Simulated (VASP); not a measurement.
The system is MoW7.

```
Mo W
1.0
    -3.18010    3.18010    3.18010
     3.18010   -3.18010    3.18010
     3.18010    3.18010   -3.18010
Mo W
1 7
Direct
  0.00000 0.00000 0.00000
  0.50000 0.00000 0.50000
  0.50000 0.50000 0.50000
  0.00000 0.50000 0.50000
  0.00000 0.50000 0.00000
  0.50000 0.50000 0.00000
  0.50000 0.00000 0.00000
  0.00000 0.00000 0.50000
```

Base run:

```yaml
Program: VASP 6.6.1
Functional: PBE
Potentials_or_basis: VASP PAW PBE potentials, release 64 (Mo_sv, W_sv)
Cutoff: 520 eV
k_mesh: 8 × 8 × 8
Occupations: gaussian, width 0.1 eV
Spin: no spin polarisation
```

Its results: band gap on the k mesh zero (bands 56 and 57 overlap by 1.32 eV); pressure 0.5 GPa.

Problem. The run is repeated on the same cell with these changes: functional from PBE to r2SCAN; further incar settings from ALGO = Fast; EDIFF = 1e-06; NBANDS = 66 to ALGO = Normal; EDIFF = 1e-06; NBANDS = 66. What comes out?

Solution. Band gap on the k mesh zero (bands 56 and 57 overlap by 1.24 eV); pressure -2.9 GPa.

Caveats: spin-orbit coupling is left out, which moves the levels of the heavy elements; the PAW data sets were made with another functional, which shifts forces and pressure a little (at least some runs).
